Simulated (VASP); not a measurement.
# Al (P6_3/mmc) in VASP: notebook, part 3 of 3

VASP 6.6.1. Earlier steps stand in the parts before.

## 5. Single point, PBEsol (strain -0.050 along x and y, -0.025 along z)

Contents of INCAR:

```
SYSTEM = Al
  ALGO = Fast
  EDIFF = 1E-6
  ENCUT = 520
  GGA = PS
  ISIF = 2
  ISMEAR = 0
  LASPH = .True.
  LCHARG = .False.
  LREAL = .False.
  LWAVE = .False.
  NBANDS = 10
  NELM = 60
  PREC = Accurate
  SIGMA = 0.15
```

Contents of KPOINTS:

```
k-points
0
Gamma
  24 24 14
  0 0 0
```

Contents of POSCAR:

```
Al
1.0
    2.7075666717      0.0000000000      0.0000000000
   -1.3537833358      2.3448215201      0.0000000000
    0.0000000000      0.0000000000      4.5213833727
Al
2
Direct
    0.6666666667      0.3333333333      0.7500000000
    0.3333333333      0.6666666667      0.2500000000
```

Potentials or basis: VASP PAW PBE potentials, release 64 (Al).

Run with:

```console
cat potpaw_PBE.64/Al/POTCAR > POTCAR
mpirun -np 1 vasp_std > vasp.out
```

OUTCAR:

```text
SYSTEM = Al
   EDIFF = 1E-6
   ENCUT = 520
   GGA = PS
   ISIF = 2
   ISMEAR = 0
   LASPH = .True.
   LREAL = .False.
   NELM = 60
   PREC = Accurate

 ion  position               nearest neighbor table
   1  0.667  0.333  0.750-   2 2.75   2 2.75   2 2.75   2 2.75   2 2.75   2 2.75
   2  0.333  0.667  0.250-   1 2.75   1 2.75   1 2.75   1 2.75   1 2.75   1 2.75

  LATTYP: Found a hexagonal cell.
 ALAT       =     2.7075666717
 C/A-ratio  =     1.6699065696

  Lattice vectors:

 A1 = (   2.7075666717,   0.0000000000,   0.0000000000)
 A2 = (  -1.3537833358,   2.3448215201,   0.0000000000)
 A3 = (   0.0000000000,   0.0000000000,   4.5213833727)

Analysis of symmetry for initial positions (statically):
=====================================================================
 Subroutine PRICEL returns:
 Original cell was already a primitive cell.

 Routine SETGRP: Setting up the symmetry group for a
 hexagonal supercell.

 Subroutine GETGRP returns: Found 24 space group operations
 (whereof 12 operations were pure point group operations)
 out of a pool of 24 trial point group operations.

The static configuration has the point symmetry D_3d.
 The point group associated with its full space group is D_6h.

[... 166 lines left out ...]
 fundamental gap:      0.0075041071
 Fermi energy:         9.4760805268

 k-point     1 :       0.0000    0.0000    0.0000
  band No.  band energies     occupation
      1      -2.6499      2.00000
      2       4.1854      2.00000
      3       4.6127      2.00000
      4      21.5334      0.00000
      5      21.5334      0.00000
      6      21.6245      0.00000
      7      21.6245      0.00000
      8      21.9654      0.00000
      9      24.8431      0.00000
     10      25.2663      0.00000
[... 287 lines left out ...]
 k-point    24 :       0.4583    0.0417    0.0000
  band No.  band energies     occupation
      1       3.3922      2.00000
      2       4.4384      2.00000
      3       9.8256      0.00098
      4      10.4737      0.00000
      5      11.0641      0.00000
      6      11.6322      0.00000
      7      15.4183      0.00000
      8      18.8199      0.00000
      9      21.1134      0.00000
     10      21.7304      0.00000

 [... further k-points ...]
[... 5 lines left out ...]
  --------------------------------------------------------------------------------------
  -------------------------------------------------------------------------------------
  Total        2.5311072      2.5311072      2.2367199      0.0000000      0.0000000      0.0000000
  in kB      141.2735412    141.2735412    124.8423415      0.0000000      0.0000000      0.0000000
  external PRESSURE =     135.7964746 kB  Pullay stress =       0.0000000 kB

 VOLUME and BASIS-vectors are now :
 -----------------------------------------------------------------------------
  energy-cutoff  :      520.00
  volume of cell :       28.71
      direct lattice vectors                 reciprocal lattice vectors
     2.707566672  0.000000000  0.000000000     0.369335319  0.213235846  0.000000000
    -1.353783336  2.344821520  0.000000000     0.000000000  0.426471692  0.000000000
     0.000000000  0.000000000  4.521383373     0.000000000  0.000000000  0.221171247

 POSITION                                       TOTAL-FORCE (eV/Angst)
 -----------------------------------------------------------------------------------
      1.35378      0.78161      3.39104         0.000000      0.000000      0.000000
     -0.00000      1.56321      1.13035        -0.000000     -0.000000      0.000000
 -----------------------------------------------------------------------------------
    total drift:                               -0.000000      0.000000     -0.000000

  FREE ENERGIE OF THE ION-ELECTRON SYSTEM (eV)
  ---------------------------------------------------
  free  energy   TOTEN  =        -7.9735594938 eV

  energy  without entropy=       -7.9651424080  energy(sigma->0) =       -7.96935095
```

stdout:

```text
POSCAR found type information on POSCAR Al
 POSCAR found :  1 types and       2 ions
 scaLAPACK will be used
 -----------------------------------------------------------------------------
|                                                                             |
|                                                                             |
|     You enforced a specific xc type in the INCAR file but a different       |
|     I HOPE YOU KNOW WHAT YOU ARE DOING!                                     |
|                                                                             |
 -----------------------------------------------------------------------------

 LDA part: xc-table for (Slater+PW92), standard interpolation
 POSCAR, INCAR and KPOINTS ok, starting setup
 FFT: planning ... GRIDC
 FFT: planning ... GRID_SOFT
 FFT: planning ... GRID
 WAVECAR not read
 entering main loop
```

Run time: 94 s. Hardware: 1 thread of AMD EPYC 7R43 (Zen 3), shared host; peak memory 0.18 GiB.

What came out:

- Free energy: -7.9736 eV
- Pressure: 13.6 GPa
- Band gap on the k mesh: zero (bands 3 and 4 overlap by 7.55 eV)

Caveat: the cell differs from its parent crystal (strain -0.050 along x and y, -0.025 along z); the cell stands under pressure; the PAW data sets were made with another functional, which shifts forces and pressure a little.

## 6. Single point, PBEsol (strain -0.050 along x and y, +0.000 along z)

Contents of INCAR:

```
ALGO = Normal
EDIFF = 1E-6
ENCUT = 520
GGA = PS
ISIF = 2
ISMEAR = 0
LASPH = T
LCHARG = T
LELF = T
LREAL = F
LVHAR = T
LWAVE = F
NBANDS = 10
NELM = 80
PREC = Accurate
SIGMA = 0.15
```

Contents of KPOINTS:

```
k-points
0
Gamma
  24 24 14
```

Edit POSCAR of step 5 so:

```diff
@@ -4,3 +4,3 @@
    -1.3537833358      2.3448215201      0.0000000000
-    0.0000000000      0.0000000000      4.5213833727
+    0.0000000000      0.0000000000      4.6373162797
 Al
```

Potentials or basis: VASP PAW PBE potentials, release 64 (Al).

Run with:

```console
cat potpaw_PBE.64/Al/POTCAR > POTCAR
mpirun -np 1 vasp_std > vasp.out
```

Wall time 2.2 min (1 thread of AMD EPYC 7R43 (Zen 3), shared host); peak memory 0.19 GiB.

The run converged. Its results:

| Property | Result |
| --- | --- |
| Free energy | -8.0190 eV |
| Pressure | 10.6 GPa |
| Band gap on the k mesh | zero (bands 3 and 4 overlap by 7.22 eV) |

Stress tensor (GPa, compression positive):
```
12.17  0.00  0.00
 0.00 12.17  0.00
 0.00  0.00  7.38
```

Levels at points of the mesh, in eV from the Fermi level:
```
           k point  band 1  band 2  band 3  band 4  band 5  band 6  band 7
(0.00, 0.00, 0.00)  -11.93   -5.31   -5.13   11.92   12.26   12.26   12.37
(0.50, 0.00, 0.00)   -5.42   -5.38    0.60    0.92    1.28    1.74    6.79
(0.00, 0.00, 0.50)  -10.22  -10.22    2.77    2.77   13.11   13.11   13.11
(0.50, 0.00, 0.50)   -4.20   -4.20   -3.22   -3.22    7.70    7.70    8.22
```

Caveat: the cell differs from its parent crystal (strain -0.050 along x and y, +0.000 along z); the cell stands under pressure; the PAW data sets were made with another functional, which shifts forces and pressure a little.

## 7. Single point, PBEsol (strain -0.025 along x and y, -0.050 along z)

Contents of INCAR:

```
PREC = Accurate
ENCUT = 520
EDIFF = 1E-6
ISMEAR = 0
SIGMA = 0.15
LREAL = F
LASPH = T
NELM = 100
ALGO = Normal
ISIF = 2
LWAVE = F
LCHARG = F
GGA = PS
NBANDS = 10
```

Contents of KPOINTS:

```
regular mesh
0
Gamma
  24 24 14
```

Contents of POSCAR:

```
Al
1.0
    2.7788184262      0.0000000000      0.0000000000
   -1.3894092131      2.4065273496      0.0000000000
    0.0000000000      0.0000000000      4.4054504657
Al
2
Direct
    0.6666666667      0.3333333333      0.7500000000
    0.3333333333      0.6666666667      0.2500000000
```

Potentials or basis: VASP PAW PBE potentials, release 64 (Al).

Run with:

```console
cat potpaw_PBE.64/Al/POTCAR > POTCAR
mpirun -np 1 vasp_std > vasp.out
```

OUTCAR:

```text
PREC = Accurate
   ENCUT = 520
   EDIFF = 1E-6
   ISMEAR = 0
   LREAL = F
   LASPH = T
   NELM = 100
   ISIF = 2
   GGA = PS

 ion  position               nearest neighbor table
   1  0.667  0.333  0.750-   2 2.73   2 2.73   2 2.73   2 2.73   2 2.73   2 2.73
   2  0.333  0.667  0.250-   1 2.73   1 2.73   1 2.73   1 2.73   1 2.73   1 2.73

  LATTYP: Found a hexagonal cell.
 ALAT       =     2.7788184262
 C/A-ratio  =     1.5853682357

  Lattice vectors:

 A1 = (   2.7788184262,   0.0000000000,   0.0000000000)
 A2 = (  -1.3894092131,   2.4065273496,   0.0000000000)
 A3 = (   0.0000000000,   0.0000000000,   4.4054504657)

Analysis of symmetry for initial positions (statically):
=====================================================================
 Subroutine PRICEL returns:
 Original cell was already a primitive cell.

 Routine SETGRP: Setting up the symmetry group for a
 hexagonal supercell.

 Subroutine GETGRP returns: Found 24 space group operations
 (whereof 12 operations were pure point group operations)
 out of a pool of 24 trial point group operations.

The static configuration has the point symmetry D_3d.
 The point group associated with its full space group is D_6h.

Analysis of symmetry for dynamics (positions and initial velocities):
=====================================================================
 Subroutine PRICEL returns:
 Original cell was already a primitive cell.

 Routine SETGRP: Setting up the symmetry group for a
 hexagonal supercell.

 Subroutine GETGRP returns: Found 24 space group operations
 (whereof 12 operations were pure point group operations)
 out of a pool of 24 trial point group operations.

The dynamic configuration has the point symmetry D_3d.
 The point group associated with its full space group is D_6h.

 Subroutine INISYM returns: Found 24 space group operations
 (whereof 12 operations are pure point group operations),
 and found     1 'primitive' translations

----------------------------------------------------------------------------------------

                                     Primitive cell

  volume of cell :      29.4606

  direct lattice vectors                    reciprocal lattice vectors
     2.778818426  0.000000000  0.000000000     0.359865182  0.207768260  0.000000000
    -1.389409213  2.406527350  0.000000000     0.000000000  0.415536520  0.000000000
     0.000000000  0.000000000  4.405450466     0.000000000  0.000000000  0.226991543

  length of vectors
     2.778818426  2.778818426  4.405450466     0.415536520  0.415536520  0.226991543

  position of ions in fractional coordinates (direct lattice)
     0.666666667  0.333333333  0.750000000
     0.333333333  0.666666667  0.250000000

  ion indices of the primitive-cell ions
   primitive index   ion index
                 1           1
                 2           2

----------------------------------------------------------------------------------------

 KPOINTS: regular mesh

Automatic generation of k-mesh.
 Grid dimensions read from file:
 generate k-points for:   24   24   14

 Generating k-lattice:

  Cartesian coordinates                     Fractional coordinates (reciprocal lattice)
     0.014994383  0.008657011  0.000000000     0.041666667  0.000000000  0.000000000
     0.000000000  0.017314022  0.000000000     0.000000000  0.041666667  0.000000000
     0.000000000  0.000000000  0.016213682     0.000000000  0.000000000  0.071428571

  Length of vectors
     0.017314022  0.017314022  0.016213682

  Shift w.r.t. Gamma in fractional coordinates (k-lattice)
     0.000000000  0.000000000  0.000000000

 Subroutine IBZKPT returns following result:
 ===========================================

 Found    488 irreducible k-points:

 Following reciprocal coordinates:
            Coordinates               Weight
  0.000000  0.000000  0.000000      1.000000
  0.041667  0.000000  0.000000      6.000000
  0.083333  0.000000  0.000000      6.000000
  0.125000  0.000000  0.000000      6.000000
  0.166667  0.000000  0.000000      6.000000
  0.208333  0.000000  0.000000      6.000000
[... 16 lines left out ...]
  0.416667  0.041667  0.000000     12.000000
  0.458333  0.041667  0.000000     12.000000
 [... further k-points ...]
   k-points           NKPTS =    488   k-points in BZ     NKDIM =    488   number of bands    NBANDS=     10
   number of dos      NEDOS =    301   number of ions     NIONS =      2
   total plane-waves  NPLWV =  20736
   dimension x,y,z NGX =    24 NGY =   24 NGZ =   36
   dimension x,y,z NGXF=    48 NGYF=   48 NGZF=   72
   ions per type =               2
   NGX,Y,Z   is equivalent  to a cutoff of  14.36, 14.36, 13.59 a.u.
   NGXF,Y,Z  is equivalent  to a cutoff of  28.72, 28.72, 27.17 a.u.
 SYSTEM =  unknown system
   PREC   = accura    normal or accurate (medium, high low for compatibility)
   ISTART =      0    job   : 0-new  1-cont  2-samecut
   ICHARG =      2    charge: 1-file 2-atom 10-const
   ISPIN  =      1    spin polarized calculation?
   LNONCOLLINEAR =      F non collinear calculations
   LSORBIT =      F    spin-orbit coupling
   LASPH  =      T    aspherical Exc in radial PAW
   ENCUT  =  520.0 eV  38.22 Ry    6.18 a.u.   5.17  5.17  8.19*2*pi/ulx,y,z
   NELM   =    100;   NELMIN=  2; NELMDL= -5     # of ELM steps
   EDIFF  = 0.1E-05   stopping-criterion for ELM
   LREAL  =      F    real-space projection
[... 7 lines left out ...]
   TEBEG  =    0.0;   TEEND  =   0.0 temperature during run
   PSTRESS=    0.0 pullay stress
   NELECT =       6.0000    total number of electrons
   NUPDOWN=      -1.0000    fix difference up-down
   EMIN   =  10.00;   EMAX   =-10.00  energy-range for DOS
   EFERMI =   0.00;   METHOD = LEGACY
   ISMEAR =     0;   SIGMA  =   0.15  broadening in eV -4-tet -1-fermi 0-gaus
   EFERMI_NEDOS =   21; number of points for ismear=-14 and -15
   IALGO  =     38    algorithm
   IMIX   =      4    mixing-type and parameters
     AMIX     =   0.40;   BMIX     =  1.00
     AMIX_MAG =   1.60;   BMIX_MAG =  1.00
  volume/ion in A,a.u.               =      14.73        99.40
  Fermi-wavevector in a.u.,A,eV,Ry     =   0.963189  1.820163 12.622573  0.927733
  Thomas-Fermi vector in A             =   2.092713
   LORBIT       =      0    0 simple, 1 ext, 2 COOP (PROOUT), +10 PAW based schemes
   GGA     = PS    functional components
   LHFCALC =     F    Hartree Fock is set to
   AEXX    =    0.0000 exact exchange contribution
   IVDW    =     0    specifies the selected vdW correction
   LEPSILON=     F    determine dielectric tensor
   LRPA    =     F    only Hartree local field effects (RPA)
 non-spin polarized calculation
 Gauss-broadening in eV      SIGMA  =   0.15
  energy-cutoff  :      520.00
  volume of cell :       29.46
 maximum number of plane-waves:       809
 NGX is ok and might be reduce to    24
   NGX = 11   NGY = 11   NGZ = 17

 number of electron       6.0000000 magnetization

 Free energy of the ion-electron system (eV)
  ---------------------------------------------------
  ext. energy  EPLUGINS =         0.00000000
  ---------------------------------------------------
  free energy    TOTEN  =        -8.02064404 eV

  energy without entropy =       -8.01115067  energy(sigma->0) =       -8.01589735

 E-fermi :   9.1977     XC(G=0): -10.6787

 val. band max:        9.1886178990   @ k =   0.4583   0.0000   0.0000
 cond. band min:       9.1995030331   @ k =   0.2500   0.1667   0.0000
 fundamental gap:      0.0108851340
 Fermi energy:         9.1976595833

 k-point     1 :       0.0000    0.0000    0.0000
  band No.  band energies     occupation
      1      -2.7567      2.00000
      2       4.3183      2.00000
      3       5.0224      2.00000
      4      20.1916      0.00000
      5      20.1916      0.00000
      6      20.3860      0.00000
      7      20.3860      0.00000
      8      22.1448      0.00000
      9      23.9422      0.00000
     10      25.6701      0.00000

 k-point     2 :       0.0417    0.0000    0.0000
  band No.  band energies     occupation
      1      -2.7124      2.00000
      2       4.3588      2.00000
      3       5.0650      2.00000
      4      18.9987      0.00000
      5      19.4268      0.00000
      6      20.5207      0.00000
      7      21.2219      0.00000
      8      22.6682      0.00000
      9      24.3795      0.00000
     10      24.9463      0.00000
[... 274 lines left out ...]
 k-point    24 :       0.4583    0.0417    0.0000
  band No.  band energies     occupation
      1       2.9944      2.00000
      2       4.0021      2.00000
      3       9.6176      0.00008
      4      10.6019      0.00000
      5      10.8688      0.00000
      6      11.6024      0.00000
      7      14.4142      0.00000
      8      17.7634      0.00000
      9      20.3275      0.00000
     10      21.2445      0.00000

 [... further k-points ...]
[... 5 lines left out ...]
  --------------------------------------------------------------------------------------
  -------------------------------------------------------------------------------------
  Total        1.6481482      1.6481482      2.3673930      0.0000000      0.0000000      0.0000000
  in kB       89.6325103     89.6325103    128.7477505      0.0000000      0.0000000      0.0000000
  external PRESSURE =     102.6709237 kB  Pullay stress =       0.0000000 kB

 VOLUME and BASIS-vectors are now :
 -----------------------------------------------------------------------------
  energy-cutoff  :      520.00
  volume of cell :       29.46
      direct lattice vectors                 reciprocal lattice vectors
     2.778818426  0.000000000  0.000000000     0.359865182  0.207768260  0.000000000
    -1.389409213  2.406527350  0.000000000     0.000000000  0.415536520  0.000000000
     0.000000000  0.000000000  4.405450466     0.000000000  0.000000000  0.226991543

 POSITION                                       TOTAL-FORCE (eV/Angst)
 -----------------------------------------------------------------------------------
      1.38941      0.80218      3.30409         0.000000      0.000000      0.000000
     -0.00000      1.60435      1.10136        -0.000000      0.000000      0.000000
 -----------------------------------------------------------------------------------
    total drift:                                0.000000     -0.000000     -0.000000

  FREE ENERGIE OF THE ION-ELECTRON SYSTEM (eV)
  ---------------------------------------------------
  free  energy   TOTEN  =        -8.0206440400 eV

  energy  without entropy=       -8.0111506655  energy(sigma->0) =       -8.01589735
```

Run time: 2.6 min. Hardware: 1 thread of AMD EPYC 7R43 (Zen 3), shared host; peak memory 0.2 GiB.

What came out:

```
Free energy            : -8.0206 eV
Pressure               : 10.3 GPa
Band gap on the k mesh : zero (bands 3 and 4 overlap by 8.29 eV)
```

Caveat: the cell differs from its parent crystal (strain -0.025 along x and y, -0.050 along z); the cell stands under pressure; the PAW data sets were made with another functional, which shifts forces and pressure a little.

## 8. Summary

| cell | gap on the mesh (eV) | pressure (GPa) |
| --- | --- | --- |
| a = 2.993, b = 2.993, c = 4.753 Å, angles 90.0, 90.0, 120.0°, 2 atoms | none | -7.2 |
| a = 2.993, b = 2.993, c = 4.869 Å, angles 90.0, 90.0, 120.0°, 2 atoms | none | -8.2 |
| a = 2.708, b = 2.708, c = 4.405 Å, angles 90.0, 90.0, 120.0°, 2 atoms | none | 17.1 |
| a = 2.708, b = 2.708, c = 4.521 Å, angles 90.0, 90.0, 120.0°, 2 atoms | none | 13.6 |
| a = 2.708, b = 2.708, c = 4.637 Å, angles 90.0, 90.0, 120.0°, 2 atoms | none | 10.6 |
| a = 2.779, b = 2.779, c = 4.405 Å, angles 90.0, 90.0, 120.0°, 2 atoms | none | 10.3 |

Alike in all rows: task single point; level PBEsol; potentials or basis VASP PAW PBE potentials, release 64 (Al); no spin polarisation; k mesh 24 × 24 × 14; cutoff (eV) 520; smearing gaussian 0.15 eV.

Caveats: the PAW data sets were made with another functional, which shifts forces and pressure a little; the cell stands under pressure (at least some runs); the cell stands under tension (at least some runs).

Absolute energies hang on the potentials; compare differences alone.
